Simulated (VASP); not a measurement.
Crystal: Al3B2As.

```
Al B As
1.0
     4.80259    0.00000    0.00000
    -2.40129    4.15916    0.00000
     0.00000    0.00000    7.62316
Al B As
3 2 1
Direct
  0.33333 0.66667 0.50000
  0.66667 0.33333 0.50000
  0.00000 0.00000 0.00000
  0.00000 0.00000 0.74443
  0.00000 0.00000 0.25557
  0.00000 0.00000 0.50000
```

| Item | Value |
| --- | --- |
| Program | VASP 6.6.1 |
| Task | relaxation of cell and atoms |
| Functional | PBE |
| Potentials or basis | VASP PAW PBE potentials, release 64 (Al, B, As) |
| Cutoff | 600 eV |
| k mesh | 12 × 12 × 6 |
| Occupations | gaussian, width 0.1 eV |
| Spin | no spin polarisation |

At the start: pressure 0.5 GPa; volume 25.38 Å³/atom.

Question: Where does the relaxation end?

Answer: Over 8 steps the energy falls by 2.9 meV/atom and the volume is 26.40 Å³/atom (+4.0 %); space group P6/mmm (No. 191, to 0.05 Å).

The path:
| step | energy change (eV) | largest force (eV/Å) | pressure (GPa) | volume (Å³) |
| --- | --- | --- | --- | --- |
| 1 | 0.0000 | 0.0102 | 0.48 | 152.27 |
| 2 | -0.0096 | 0.0407 | 0.45 | 153.97 |
| 3 | -0.0143 | 0.1304 | 0.47 | 156.84 |
| 4 | -0.0168 | 0.0247 | -0.19 | 159.44 |
| 5 | -0.0171 | 0.0523 | -0.02 | 158.74 |
| 6 | -0.0173 | 0.0049 | 0.01 | 158.50 |
| 7 | -0.0173 | 0.0167 | 0.01 | 158.45 |
| 8 | -0.0173 | 0.0059 | -0.03 | 158.43 |

Final structure:
```xyz
6
Lattice="4.9059 0.0000 0.0000 -2.4529 4.2486 0.0000 0.0000 0.0000 7.6009" Properties=species:S:1:pos:R:3 pbc="T T T"
Al    0.0000    2.8324    3.8004
Al    2.4529    1.4162    3.8004
Al    2.4529    4.2486    0.0000
B     0.0000    0.0000    5.6551
B     0.0000    0.0000    1.9458
As    2.4529    4.2486    3.8004
```
